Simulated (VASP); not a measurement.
# TaN (P4/nmm) in VASP: notebook, part 2 of 2

VASP 6.6.1.

### 4 Single point, PBE (atoms displaced along a vibrational mode)

INCAR reads:

```
SYSTEM = TaN
ALGO = Normal ; EDIFF = 1E-6
ENCUT = 700 ; GGA = PE
GGA_COMPAT = .FALSE. ; ISIF = 2
ISMEAR = 0 ; LASPH = .TRUE.
LCHARG = .FALSE. ; LREAL = .FALSE.
LWAVE = .FALSE. ; NBANDS = 26
NELM = 120 ; PREC = Accurate
SIGMA = 0.15
```

KPOINTS reads:

```
k-points
0
G
  14 14 10
  0 0 0
```

POSCAR reads:

```
TaN
1.0
    0.0000000000     -2.2081122572     -2.2081122572
    0.0000000000      2.2081122572     -2.2081122572
    4.4162245144      0.0000000000      0.0000000000
Ta N
2 2
Direct
    0.5000000000      0.5000000000     -0.0273545735
    0.0000000000      0.0000000000      0.5273545735
    0.5000000000      0.5000000000      0.4381824907
    0.0000000000      0.0000000000      0.0618175093
```

Potentials or basis: VASP PAW PBE potentials, release 64 (Ta_sv_GW, N).

Command:

```bash
> cat potpaw_PBE.64/Ta_sv_GW/POTCAR potpaw_PBE.64/N/POTCAR > POTCAR
> mpirun -np 1 vasp_std > vasp.out
```

OUTCAR:

```text
SYSTEM = TaN
   EDIFF = 1E-6
   ENCUT = 700
   GGA = PE
   ISIF = 2
   ISMEAR = 0
   LASPH = .TRUE.
   LREAL = .FALSE.
   NELM = 120
   PREC = Accurate

 ion  position               nearest neighbor table
   1  0.500  0.500  0.973-   3 2.06   4 2.24   4 2.24   4 2.24   4 2.24   3 2.36   2 2.96   2 2.96
                             2 2.96   2 2.96   2 3.30   2 3.30   2 3.30   2 3.30
   2  0.000  0.000  0.527-   4 2.06   3 2.24   3 2.24   3 2.24   3 2.24   4 2.36   1 2.96   1 2.96
                             1 2.96   1 2.96   1 3.30   1 3.30   1 3.30   1 3.30
   3  0.500  0.500  0.438-   1 2.06   2 2.24   2 2.24   2 2.24   2 2.24   1 2.36
   4  0.000  0.000  0.062-   2 2.06   1 2.24   1 2.24   1 2.24   1 2.24   2 2.36

  LATTYP: Found a simple tetragonal cell.
 ALAT       =     3.1227423014
 C/A-ratio  =     1.4142135624

  Lattice vectors:

 A1 = (   0.0000000000,  -2.2081122572,  -2.2081122572)
 A2 = (   0.0000000000,   2.2081122572,  -2.2081122572)
 A3 = (   4.4162245144,   0.0000000000,   0.0000000000)

Analysis of symmetry for initial positions (statically):
=====================================================================
 Subroutine PRICEL returns:
 Original cell was already a primitive cell.

 Routine SETGRP: Setting up the symmetry group for a
 simple tetragonal supercell.

 Subroutine GETGRP returns: Found 16 space group operations
 (whereof  8 operations were pure point group operations)
 out of a pool of 16 trial point group operations.

The static configuration has the point symmetry C_4v.
 The point group associated with its full space group is D_4h.

Analysis of symmetry for dynamics (positions and initial velocities):
=====================================================================
 Subroutine PRICEL returns:
 Original cell was already a primitive cell.

 Routine SETGRP: Setting up the symmetry group for a
 simple tetragonal supercell.
[... 122 lines left out ...]
   NUPDOWN=      -1.0000    fix difference up-down
   EMIN   =  10.00;   EMAX   =-10.00  energy-range for DOS
   EFERMI =   0.00;   METHOD = LEGACY
   ISMEAR =     0;   SIGMA  =   0.15  broadening in eV -4-tet -1-fermi 0-gaus
   EFERMI_NEDOS =   21; number of points for ismear=-14 and -15
   IALGO  =     38    algorithm
   IMIX   =      4    mixing-type and parameters
     AMIX     =   0.40;   BMIX     =  1.00
     AMIX_MAG =   1.60;   BMIX_MAG =  1.00
  volume/ion in A,a.u.               =      10.77        72.65
  Fermi-wavevector in a.u.,A,eV,Ry     =   1.542178  2.914294 32.358915  2.378313
  Thomas-Fermi vector in A             =   2.648019
   LORBIT       =      0    0 simple, 1 ext, 2 COOP (PROOUT), +10 PAW based schemes
   GGA     = PE    functional components
   LHFCALC =     F    Hartree Fock is set to
   AEXX    =    0.0000 exact exchange contribution
   IVDW    =     0    specifies the selected vdW correction
   LEPSILON=     F    determine dielectric tensor
   LRPA    =     F    only Hartree local field effects (RPA)
 non-spin polarized calculation
 Gauss-broadening in eV      SIGMA  =   0.15
  energy-cutoff  :      700.00
  volume of cell :       43.06
 maximum number of plane-waves:      1868
 NGX is ok and might be reduce to    28
   NGX = 13   NGY = 13   NGZ = 19

 number of electron      35.9999998 magnetization

 Free energy of the ion-electron system (eV)
  ---------------------------------------------------
  ext. energy  EPLUGINS =         0.00000000
  ---------------------------------------------------
  free energy    TOTEN  =       -48.67158910 eV

  energy without entropy =      -48.65521267  energy(sigma->0) =      -48.66340088

 E-fermi :  13.0816     XC(G=0): -13.7049

 val. band max:       13.0784065061   @ k =   0.2857   0.0000   0.3000
 cond. band min:      13.0899207415   @ k =   0.0714   0.0000   0.3000
 fundamental gap:      0.0115142354
 Fermi energy:        13.0816449063

 k-point     1 :       0.0000    0.0000    0.0000
  band No.  band energies     occupation
      1     -56.0614      2.00000
      2     -55.9756      2.00000
      3     -22.9185      2.00000
      4     -22.5410      2.00000
      5     -22.5410      2.00000
      6     -22.2197      2.00000
[... 685 lines left out ...]
     25      17.3520      0.00000
     26      18.8725      0.00000

 [... further k-points ...]
[... 5 lines left out ...]
  --------------------------------------------------------------------------------------
  -------------------------------------------------------------------------------------
  Total        7.5285380     -2.5005480     -2.5005480      0.0000000      0.0000000      0.0000000
  in kB      280.0901207    -93.0298551    -93.0298551      0.0000000      0.0000000      0.0000000
  external PRESSURE =      31.3434701 kB  Pullay stress =       0.0000000 kB

 VOLUME and BASIS-vectors are now :
 -----------------------------------------------------------------------------
  energy-cutoff  :      700.00
  volume of cell :       43.06
      direct lattice vectors                 reciprocal lattice vectors
     0.000000000 -2.208112257 -2.208112257     0.000000000 -0.226437763 -0.226437763
     0.000000000  2.208112257 -2.208112257     0.000000000  0.226437763 -0.226437763
     4.416224514  0.000000000  0.000000000     0.226437763  0.000000000  0.000000000

 POSITION                                       TOTAL-FORCE (eV/Angst)
 -----------------------------------------------------------------------------------
      4.29542      0.00000     -2.20811        -0.691428      0.000000      0.000000
      2.32892      0.00000      0.00000         0.691428     -0.000000     -0.000000
      1.93511      0.00000     -2.20811         1.877377     -0.000000     -0.000000
      0.27300      0.00000      0.00000        -1.877377      0.000000      0.000000
 -----------------------------------------------------------------------------------
    total drift:                               -0.000000      0.000000     -0.000000

  FREE ENERGIE OF THE ION-ELECTRON SYSTEM (eV)
  ---------------------------------------------------
  free  energy   TOTEN  =       -48.6715891007 eV

  energy  without entropy=      -48.6552126668  energy(sigma->0) =      -48.66340088
```

It took 4.3 min on 1 thread of AMD EPYC 7R43 (Zen 3), shared host; peak memory 0.4 GiB.

Results:

```yaml
Free_energy: -48.6716 eV
Pressure: 3.1 GPa
Largest_force: 1.877 eV/Å
Band_gap_on_the_k_mesh: zero (bands 18 and 19 overlap by 2.56 eV)
```

Forces on the atoms (eV/Å):
```
Ta  -0.691  0.000  0.000
Ta   0.691  0.000  0.000
N    1.877  0.000  0.000
N   -1.877  0.000  0.000
```

Levels at points of the mesh, in eV from the Fermi level:
```
           k point  band 15  band 16  band 17  band 18  band 19  band 20  band 21  band 22
(0.00, 0.00, 0.00)    -3.26    -2.92    -2.92    -1.42    -0.72    -0.72     0.53     0.96
(0.50, 0.00, 0.00)    -5.57    -5.57    -0.52    -0.52     0.49     0.49     2.40     2.40
(0.50, 0.50, 0.00)    -3.83    -3.83    -3.79    -3.79     3.15     3.15     3.93     3.93
(0.00, 0.00, 0.50)    -4.06    -3.22    -3.22    -2.94     0.61     0.61     1.11     1.96
(0.50, 0.00, 0.50)    -6.59    -6.59     1.13     1.13     2.10     2.10     2.44     2.44
(0.50, 0.50, 0.50)    -4.76    -4.76    -1.77    -1.77     3.67     3.67     3.94     3.94
```

Caveat: the cell differs from its parent crystal (atoms displaced along a vibrational mode); the stress differs along the axes, from -9 to 28 GPa; spin-orbit coupling is left out, which moves the levels of the heavy elements; forces of over 1 eV/Å act on the atoms, so gaps and moduli don't describe the material at rest.

### 5 Summary

| cell | gap on the mesh (eV) | pressure (GPa) | largest force (eV/Å) |
| --- | --- | --- | --- |
| as given, atomic positions A | none | 0.5 | 1.35 |
| as given, atomic positions B | none | 1.4 | 1.19 |
| as given, atomic positions C | none | 3.1 | 1.88 |

Alike in all rows: task single point; level PBE; potentials or basis VASP PAW PBE potentials, release 64 (Ta_sv_GW, N); no spin polarisation; k mesh 14 × 14 × 10; cutoff (eV) 700; smearing gaussian 0.15 eV.

Caveats: spin-orbit coupling is left out, which moves the levels of the heavy elements; forces of over 1 eV/Å act on the atoms, so gaps and moduli don't describe the material at rest; the stress differs along the axes, from -4 to 10 GPa (at least some runs); the stress differs along the axes, from -7 to 18 GPa (at least some runs); the stress differs along the axes, from -9 to 28 GPa (at least some runs).

Total energies depend on the potentials used, so only differences within one code and one set of settings carry meaning.
